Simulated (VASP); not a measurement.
# SrTiO3 (Pm-3m) in VASP: G0W0 quasiparticle levels with PBE

Aim: the G0W0 quasiparticle levels of SrTiO3 with PBE.

Program: VASP 6.6.1. These are calculated values, not measurements. Logs are shortened: lines on timing, memory, paths and dates and some standing lists are left out, and cuts for length are marked.

## 1. The cell of the first run

Symmetry: Pm-3m, No. 221, cubic system. The conventional cell has a = 3.907 Å, b = 3.907 Å, c = 3.907 Å, α = 90.00°, β = 90.00°, γ = 90.00°. Within 3.6 Å of Sr (site symmetry m-3m) lie 12 O at 2.76 Å and 8 Ti at 3.38 Å. Ti (site symmetry m-3m) has 6 O at 1.95 Å within 2.6 Å. Within 2.6 Å of O (site symmetry 4/mmm) lie 2 Ti at 1.95 Å.

## 2. G0W0 quasiparticle levels, PBE

Contents of POSCAR:

```
SrTiO3
1.0
    3.9068514982      0.0000000000      0.0000000000
    0.0000000000      3.9068514982      0.0000000000
    0.0000000000      0.0000000000      3.9068514982
Sr Ti O
1 1 3
Direct
    0.5000000000      0.5000000000      0.5000000000
    0.0000000000      0.0000000000      0.0000000000
    0.5000000000      0.0000000000      0.0000000000
    0.0000000000      0.5000000000      0.0000000000
    0.0000000000      0.0000000000      0.5000000000
```

Contents of INCAR.step1:

```
SYSTEM = SrTiO3
  PREC = Accurate
  ENCUT = 500
  EDIFF = 1E-8
  ISMEAR = 0
  SIGMA = 0.01
  LREAL = .FALSE.
  LASPH = .TRUE.
  NELM = 60
  ALGO = Normal
  LWAVE = .TRUE.
  LCHARG = .FALSE.
  GGA = PE
```

Contents of INCAR.step2:

```
SYSTEM = SrTiO3
  PREC = Accurate
  ENCUT = 500
  EDIFF = 1E-8
  ISMEAR = 0
  SIGMA = 0.01
  LREAL = .FALSE.
  LASPH = .TRUE.
  NELM = 1
  ALGO = Exact
  LWAVE = .TRUE.
  LCHARG = .FALSE.
  GGA = PE
  NBANDS = 197
  LOPTICS = .TRUE.
  ISTART = 1
```

Contents of INCAR.step3:

```
SYSTEM = SrTiO3
  PREC = Accurate
  ENCUT = 500
  EDIFF = 1E-8
  ISMEAR = 0
  SIGMA = 0.01
  LREAL = .FALSE.
  LASPH = .TRUE.
  ALGO = EVGW0
  LWAVE = .FALSE.
  LCHARG = .FALSE.
  GGA = PE
  NELMGW = 1
  NBANDS = 197
  ENCUTGW = 120.0
  NOMEGA = 96
  PRECFOCK = Fast
  ISTART = 1
  NBANDSGW = 28
  OMEGAMAX = 20
```

Contents of KPOINTS:

```
Automatic mesh
0
G
  4 4 4
  0 0 0
```

Potentials or basis: VASP PAW PBE potentials, release 64 (Sr_sv_GW, Ti_sv_GW, O_GW).

The run is started by

```console
$ cat potpaw_PBE.64/Sr_sv_GW/POTCAR potpaw_PBE.64/Ti_sv_GW/POTCAR potpaw_PBE.64/O_GW/POTCAR > POTCAR
$ cp INCAR.step1 INCAR
$ mpirun -np 1 vasp_std > vasp.out
$ cp INCAR.step2 INCAR
$ mpirun -np 1 vasp_std > vasp.out
$ cp INCAR.step3 INCAR
$ mpirun -np 1 vasp_std > vasp.out
```

OUTCAR:

```text
SYSTEM = SrTiO3
   PREC = Accurate
   ENCUT = 500
   EDIFF = 1E-8
   ISMEAR = 0
   LREAL = .FALSE.
   LASPH = .TRUE.
   GGA = PE
   NELMGW = 1
   ENCUTGW = 120.0
   PRECFOCK = Fast
   ISTART = 1

 ion  position               nearest neighbor table
   1  0.500  0.500  0.500-
   2  0.000  0.000  0.000-   3 1.95   4 1.95   5 1.95   5 1.95   4 1.95   3 1.95
   3  0.500  0.000  0.000-   2 1.95   2 1.95
   4  0.000  0.500  0.000-   2 1.95   2 1.95
   5  0.000  0.000  0.500-   2 1.95   2 1.95

  LATTYP: Found a simple cubic cell.
 ALAT       =     3.9068514982

  Lattice vectors:

 A1 = (   3.9068514982,   0.0000000000,   0.0000000000)
 A2 = (   0.0000000000,   3.9068514982,   0.0000000000)
 A3 = (   0.0000000000,   0.0000000000,   3.9068514982)

Analysis of symmetry for initial positions (statically):
=====================================================================
 Subroutine PRICEL returns:
 Original cell was already a primitive cell.

 Routine SETGRP: Setting up the symmetry group for a
 simple cubic supercell.

 Subroutine GETGRP returns: Found 48 space group operations
 (whereof 48 operations were pure point group operations)
 out of a pool of 48 trial point group operations.

The static configuration has the point symmetry O_h .

Analysis of symmetry for dynamics (positions and initial velocities):
=====================================================================
 Subroutine PRICEL returns:
 Original cell was already a primitive cell.

 Routine SETGRP: Setting up the symmetry group for a
 simple cubic supercell.

 Subroutine GETGRP returns: Found 48 space group operations
 (whereof 48 operations were pure point group operations)
 out of a pool of 48 trial point group operations.

The dynamic configuration has the point symmetry O_h .

 Subroutine INISYM returns: Found 48 space group operations
 (whereof 48 operations are pure point group operations),
 and found     1 'primitive' translations

----------------------------------------------------------------------------------------

                                     Primitive cell

  volume of cell :      59.6322

  direct lattice vectors                    reciprocal lattice vectors
     3.906851498  0.000000000  0.000000000     0.255960586  0.000000000  0.000000000
     0.000000000  3.906851498  0.000000000     0.000000000  0.255960586  0.000000000
     0.000000000  0.000000000  3.906851498     0.000000000  0.000000000  0.255960586

  length of vectors
     3.906851498  3.906851498  3.906851498     0.255960586  0.255960586  0.255960586

  position of ions in fractional coordinates (direct lattice)
     0.500000000  0.500000000  0.500000000
     0.000000000  0.000000000  0.000000000
     0.500000000  0.000000000  0.000000000
     0.000000000  0.500000000  0.000000000
     0.000000000  0.000000000  0.500000000

  ion indices of the primitive-cell ions
   primitive index   ion index
                 1           1
                 2           2
                 3           3
                 4           4
                 5           5

----------------------------------------------------------------------------------------

 KPOINTS: Automatic mesh

Automatic generation of k-mesh.
 Grid dimensions read from file:
 generate k-points for:    4    4    4

 Generating k-lattice:

  Cartesian coordinates                     Fractional coordinates (reciprocal lattice)
     0.063990147  0.000000000  0.000000000     0.250000000  0.000000000  0.000000000
     0.000000000  0.063990147  0.000000000     0.000000000  0.250000000  0.000000000
     0.000000000  0.000000000  0.063990147     0.000000000  0.000000000  0.250000000

  Length of vectors
     0.063990147  0.063990147  0.063990147

  Shift w.r.t. Gamma in fractional coordinates (k-lattice)
     0.000000000  0.000000000  0.000000000

 Subroutine IBZKPT returns following result:
 ===========================================

 Found     10 irreducible k-points:

 Following reciprocal coordinates:
            Coordinates               Weight
  0.000000  0.000000  0.000000      1.000000
  0.250000  0.000000  0.000000      6.000000
  0.500000  0.000000  0.000000      3.000000
  0.250000  0.250000  0.000000     12.000000
  0.500000  0.250000  0.000000     12.000000
  0.500000  0.500000  0.000000      3.000000
  0.250000  0.250000  0.250000      8.000000
  0.500000  0.250000  0.250000     12.000000
  0.500000  0.500000  0.250000      6.000000
  0.500000  0.500000  0.500000      1.000000
   k-points           NKPTS =     10   k-points in BZ     NKDIM =     64   number of bands    NBANDS=    197
   number of dos      NEDOS =    301   number of ions     NIONS =      5
   total plane-waves  NPLWV =  21952
   dimension x,y,z NGX =    28 NGY =   28 NGZ =   28
   dimension x,y,z NGXF=    56 NGYF=   56 NGZF=   56
   ions per type =               1   1   3
   NGX,Y,Z   is equivalent  to a cutoff of  11.91, 11.91, 11.91 a.u.
   NGXF,Y,Z  is equivalent  to a cutoff of  23.83, 23.83, 23.83 a.u.
 SYSTEM =  SrTiO3
   PREC   = accura    normal or accurate (medium, high low for compatibility)
   ISTART =      1    job   : 0-new  1-cont  2-samecut
   ICHARG =      0    charge: 1-file 2-atom 10-const
   ISPIN  =      1    spin polarized calculation?
   LNONCOLLINEAR =      F non collinear calculations
   LSORBIT =      F    spin-orbit coupling
   LASPH  =      T    aspherical Exc in radial PAW
   ENCUT  =  500.0 eV  36.75 Ry    6.06 a.u.   7.12  7.12  7.12*2*pi/ulx,y,z
   NELM   =     60;   NELMIN=  2; NELMDL=  0     # of ELM steps
   EDIFF  = 0.1E-07   stopping-criterion for ELM
   LREAL  =      F    real-space projection
   EDIFFG = 0.1E-06   stopping-criterion for IOM
   NSW    =      0    number of steps for IOM
   IBRION =     -1    ionic relax: 0-MD 1-quasi-New 2-CG
   NFREE  =      0    steps in history (QN), initial steepest desc. (CG)
   ISIF   =      0    stress and relaxation
   ISYM   =      3    0-nonsym 1-usesym 2-fastsym
   POTIM  = 0.5000    time-step for ionic-motion
   TEBEG  =    0.0;   TEEND  =   0.0 temperature during run
   PSTRESS=    0.0 pullay stress
   NELECT =      40.0000    total number of electrons
   NUPDOWN=      -1.0000    fix difference up-down
   EMIN   =  10.00;   EMAX   =-10.00  energy-range for DOS
   EFERMI =   0.00;   METHOD = LEGACY
   ISMEAR =     0;   SIGMA  =   0.01  broadening in eV -4-tet -1-fermi 0-gaus
   EFERMI_NEDOS =   21; number of points for ismear=-14 and -15
   IALGO  =     38    algorithm
   IMIX   =      4    mixing-type and parameters
     AMIX     =   0.40;   BMIX     =  1.00
     AMIX_MAG =   1.60;   BMIX_MAG =  1.00
  volume/ion in A,a.u.               =      11.93        80.48
  Fermi-wavevector in a.u.,A,eV,Ry     =   1.433072  2.708113 27.942211  2.053695
  Thomas-Fermi vector in A             =   2.552630
   LORBIT       =      0    0 simple, 1 ext, 2 COOP (PROOUT), +10 PAW based schemes
   GGA     = PE    functional components
   LHFCALC =     T    Hartree Fock is set to
   PRECFOCK=fast      Normal, Fast or Accurate (Low or Medium for compatibility)
   ENCUT4O =  -1.0   cutoff for four orbital integrals eV
   NKREDX  =     1    reduce k-point grid by
   NKREDY  =     1    reduce k-point grid by
   NKREDZ  =     1    reduce k-point grid by
   AEXX    =    1.0000 exact exchange contribution
   HFSCREEN=    0.0000 screening length (either q_TF or 0.3 A-1)
   HFSCREENC=   0.0000 screening length for correlation (either q_TF or 0.3 A-1)
   ENCUTFOCK=  -1.0 apply spherical cutoff to Coloumb kernel
   IVDW    =     0    specifies the selected vdW correction
   LEPSILON=     F    determine dielectric tensor
   LRPA    =     F    only Hartree local field effects (RPA)
   LRPAFORCE           =     F    calculate RPA forces
   ENCUTGW             = 120.0    cutoff for response function in eV
   ENCUTGWSOFT         =  96.0    soft cutoff for Coulomb kernel in GW response function in eV
   ENCUTLF             =  -1.0    cutoff for local field effects
   NELMGW              =     1    number of iterations in solving QP/BSE equation
   NELMHF              =     1    number of iterations in the inner HF iteration
   NKREDLFX            =     1    NKREDLFY  =   1   NKREDLFZ  =   1
 non-spin polarized calculation
 Gauss-broadening in eV      SIGMA  =   0.01
  energy-cutoff  :      500.00
  volume of cell :       59.63
 maximum number of plane-waves:      1528
  NGX = 16; NGY = 16; NGZ = 16
   NGX = 15   NGY = 15   NGZ = 15
 maximum number of plane-waves:       191
 NGX is ok and might be reduce to    14

 QP shifts <psi_nk| G(iteration)W_0 |psi_nk>: iteration 1
 for sc-GW calculations column KS-energies equals QP-energies in previous step
 and V_xc(KS)=  KS-energies - (<T + V_ion + V_H > + <T+V_H+V_ion>^1  + <V_x>^1)

 k-point   1 :       0.0000    0.0000    0.0000
  band No.  KS-energies  QP-energies   sigma(KS)   V_xc(KS)     V^pw_x(r,r')   Z            occupation Imag(sigma)

      1     -51.4236     -52.6525     -27.1109     -24.9649     -41.7034       0.5727       2.0000       0.9506
      2     -27.7169     -28.9322     -19.3908     -17.4469     -28.9738       0.6252       2.0000       0.5644
      3     -27.6811     -28.5194     -25.4870     -24.1122     -34.6392       0.6097       2.0000       0.5455
      4     -27.6811     -28.5194     -25.4870     -24.1122     -34.6392       0.6097       2.0000       0.5455
      5     -27.6811     -28.5194     -25.4870     -24.1122     -34.6392       0.6097       2.0000       0.5455
      6     -12.4109     -13.3170     -20.5714     -19.0634     -30.6870       0.6009       2.0000       0.8527
[... 20 lines left out ...]
     27      10.4440      11.1187      -9.7648     -10.5976      -5.3727       0.8102       0.0000      -0.0571
     28      11.2140      11.7250     -10.7002     -11.3351      -6.2405       0.8049       0.0000      -0.0623

 k-point   2 :       0.2500    0.0000    0.0000
  band No.  KS-energies  QP-energies   sigma(KS)   V_xc(KS)     V^pw_x(r,r')   Z            occupation Imag(sigma)

      1     -51.4229     -52.6519     -27.1070     -24.9658     -41.7041       0.5740       2.0000       0.9501
      2     -27.7911     -28.7819     -22.5321     -20.9039     -31.9565       0.6085       2.0000       0.5491
      3     -27.6797     -28.5177     -25.4879     -24.1147     -34.6366       0.6103       2.0000       0.5428
      4     -27.6797     -28.5177     -25.4879     -24.1147     -34.6366       0.6103       2.0000       0.5428
      5     -27.6303     -28.6636     -22.2798     -20.6207     -31.6475       0.6228       2.0000       0.5524
      6     -12.4768     -13.4681     -20.2946     -18.6802     -29.9563       0.6141       2.0000       0.8033
[... 20 lines left out ...]
     27      11.3795      12.2178     -10.9529     -12.0044      -6.6306       0.7973       0.0000      -0.0622
     28      12.5998      13.2460     -11.6012     -12.4277      -7.0171       0.7819       0.0000      -0.0781

 k-point   3 :       0.5000    0.0000    0.0000
  band No.  KS-energies  QP-energies   sigma(KS)   V_xc(KS)     V^pw_x(r,r')   Z            occupation Imag(sigma)

      1     -51.4223     -52.6525     -27.1029     -24.9667     -41.7046       0.5759       2.0000       0.9498
      2     -27.8387     -28.7774     -22.9946     -21.4367     -32.4381       0.6025       2.0000       0.5428
      3     -27.6781     -28.5178     -25.4889     -24.1171     -34.6343       0.6121       2.0000       0.5406
      4     -27.6781     -28.5178     -25.4889     -24.1171     -34.6343       0.6121       2.0000       0.5406
      5     -27.6056     -28.6699     -21.7529     -20.0545     -31.1587       0.6267       2.0000       0.5517
      6     -12.6254     -13.6629     -19.9761     -18.2943     -29.3047       0.6169       2.0000       0.7691
[... 188 lines left out ...]
      3     -27.7477     -28.5380     -25.3380     -24.0253     -34.6041       0.6020       2.0000       0.5277
      4     -27.7108     -28.5247     -25.4126     -24.0746     -34.6146       0.6083       2.0000       0.5295
      5     -27.6653     -28.8832     -19.4345     -17.4968     -28.9974       0.6285       2.0000       0.5590
      6     -11.4367     -12.4840     -21.6030     -19.9070     -31.2563       0.6175       2.0000       0.7819
[... 20 lines left out ...]
     27      13.0835      14.1593     -11.8344     -13.2010      -7.0893       0.7872       0.0000      -0.0966
     28      13.3847      14.8434     -21.4156     -23.7229     -14.2631       0.6322       0.0000      -0.2246

 k-point  10 :       0.5000    0.5000    0.5000
  band No.  KS-energies  QP-energies   sigma(KS)   V_xc(KS)     V^pw_x(r,r')   Z            occupation Imag(sigma)

      1     -51.4194     -52.6508     -27.0856     -24.9699     -41.7065       0.5821       2.0000       0.9485
      2     -27.7455     -28.5342     -25.3383     -24.0286     -34.6019       0.6023       2.0000       0.5254
      3     -27.7455     -28.5342     -25.3383     -24.0286     -34.6019       0.6023       2.0000       0.5254
      4     -27.7455     -28.5342     -25.3383     -24.0286     -34.6019       0.6023       2.0000       0.5254
      5     -27.6561     -28.8749     -19.4441     -17.5058     -29.0019       0.6288       2.0000       0.5611
      6     -11.0728     -12.2671     -21.9841     -20.2043     -31.3997       0.6710       2.0000       0.7924
[... 20 lines left out ...]
     27      13.3858      14.8414     -21.4165     -23.7227     -14.2617       0.6312       0.0000      -0.2257
     28      13.3858      14.8414     -21.4165     -23.7227     -14.2617       0.6312       0.0000      -0.2257
```

It took 10 min on 1 thread of Intel Xeon 6975P-C (Granite Rapids), shared host; peak memory 0.73 GiB.

Results:

```
Quasiparticle gap                                   : 3.41 eV
Least direct quasiparticle gap                      : 3.76 eV
Band gap of the starting levels on the mesh         : 1.86 eV
Least direct gap of the starting levels on the mesh : 2.21 eV
```

Caveat: the k points lie up to 0.40 Å⁻¹ apart; bands, screening cutoff and mesh are small and nothing is extrapolated, so the quasiparticle values aren't converged.
